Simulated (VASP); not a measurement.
FeS2:

```
CELL_PARAMETERS angstrom
4.44000 0.00000 0.00000
0.00000 5.39000 0.00000
0.00000 0.00000 3.37000
ATOMIC_POSITIONS crystal
Fe 0.00000 0.00000 0.00000
Fe 0.50000 0.50000 0.50000
S 0.20300 0.37500 0.00000
S 0.29700 0.87500 0.50000
S 0.79700 0.62500 0.00000
S 0.70300 0.12500 0.50000
```

```yaml
Program: VASP 6.6.1
Task: relaxation of cell and atoms
Functional: PBE
Dispersion: D3(BJ)
Potentials_or_basis: VASP PAW PBE potentials, release 64 (Fe, S)
Cutoff: 600 eV
k_mesh: 6 × 4 × 8
Occupations: gaussian, width 0.02 eV
Spin: no spin polarisation
```

At the start: pressure -3.4 GPa; volume 13.44 Å³/atom.

How do energy, volume and symmetry change on relaxing?

Over 6 steps the energy falls by 3.7 meV/atom and the volume is 13.15 Å³/atom (-2.1 %); space group Pnnm (No. 58, to 0.1 Å) before and after.

Step by step:
```csv
step,energy change (eV),largest force (eV/Å),pressure (GPa),volume (Å³)
1,0.0000,0.1489,-3.40,80.65
2,-0.0053,0.0494,3.47,77.37
3,-0.0213,0.0530,0.13,78.86
4,-0.0222,0.0129,0.03,78.91
5,-0.0223,0.0069,-0.01,78.92
6,-0.0223,0.0065,0.00,78.92
```

Final structure:
```xyz
6
Lattice="4.3883 0.0000 0.0000 0.0000 5.3588 0.0000 0.0000 0.0000 3.3562" Properties=species:S:1:pos:R:3 pbc="T T T"
Fe    0.0000    0.0000    0.0000
Fe    2.1941    2.6794    1.6781
S     0.8964    2.0144    3.3562
S     1.2978    4.6938    1.6781
S     3.4919    3.3444    0.0000
S     3.0905    0.6650    1.6781
```
